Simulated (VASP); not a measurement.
Wanted: the native input for a VASP 6.6.1 run.

```yaml
Task: single point
Functional: LDA
Potentials_or_basis: VASP PAW LDA potentials, release 64 (Au)
Cutoff: 400 eV
k_mesh: 15 × 15 × 8
Occupations: fermi-dirac, width 0.08 eV
Spin: no spin polarisation
Dipole_correction: no
k_mesh_for_the_DOS: 23 × 23 × 12
Occupations_for_the_DOS: tetrahedron
Further_INCAR_settings: ALGO = Normal; EDIFF = 1e-06; NBANDS = 18
```

Au:

```
Au
1.0
     2.83692    0.00000    0.00000
    -1.41846    2.45685    0.00000
     0.00000    0.00000    4.76212
Au
2
Direct
  0.33333 0.66667 0.25000
  0.66667 0.33333 0.75000
```

This isn't the form of Au at room conditions, which is fcc.

These files were run (other wordings do the same):

POSCAR

```
Au
1.0
    2.8369245852      0.0000000000      0.0000000000
   -1.4184622926      2.4568487594      0.0000000000
    0.0000000000      0.0000000000      4.7621243827
Au
2
Direct
    0.3333333333      0.6666666667      0.2500000000
    0.6666666667      0.3333333333      0.7500000000
```

INCAR.step1

```
SYSTEM = Au
ALGO = Normal
EDIFF = 1E-6
ENCUT = 400
GGA = CA
GGA_COMPAT = .FALSE.
ISIF = 2
ISMEAR = -1
LASPH = .TRUE.
LCHARG = .TRUE.
LMAXMIX = 4
LORBIT = 11
LREAL = .FALSE.
LWAVE = .FALSE.
NBANDS = 18
NEDOS = 2001
NELM = 120
PREC = Accurate
SIGMA = 0.08
```

KPOINTS.step1

```
k-points
0
G
  15 15 8
  0 0 0
```

INCAR.step2

```
SYSTEM = Au
ALGO = Normal
EDIFF = 1E-6
ENCUT = 400
GGA = CA
GGA_COMPAT = .FALSE.
ICHARG = 11
ISIF = 2
ISMEAR = -5
LASPH = .TRUE.
LCHARG = .FALSE.
LMAXMIX = 4
LORBIT = 11
LREAL = .FALSE.
LWAVE = .FALSE.
NBANDS = 18
NEDOS = 1001
NELM = 120
PREC = Accurate
SIGMA = 0.08
```

KPOINTS.step2

```
k-points
0
G
  23 23 12
  0 0 0
```

Potentials or basis: VASP PAW LDA potentials, release 64 (Au).

Run with:

```bash
$ cat potpaw_LDA.64/Au/POTCAR > POTCAR
$ cp INCAR.step1 INCAR
$ cp KPOINTS.step1 KPOINTS
$ mpirun -np 1 vasp_std > vasp.out
$ cp INCAR.step2 INCAR
$ cp KPOINTS.step2 KPOINTS
$ mpirun -np 1 vasp_std > vasp.out
```

It gave:

```json
{"Valence electrons inside the program's atomic spheres": "Au 9.69"}
```

Wall time 95 s on 1 thread of Intel(R) Xeon(R) 6975P-C (Granite Rapids), on a shared host, peak memory 0.25 GiB.
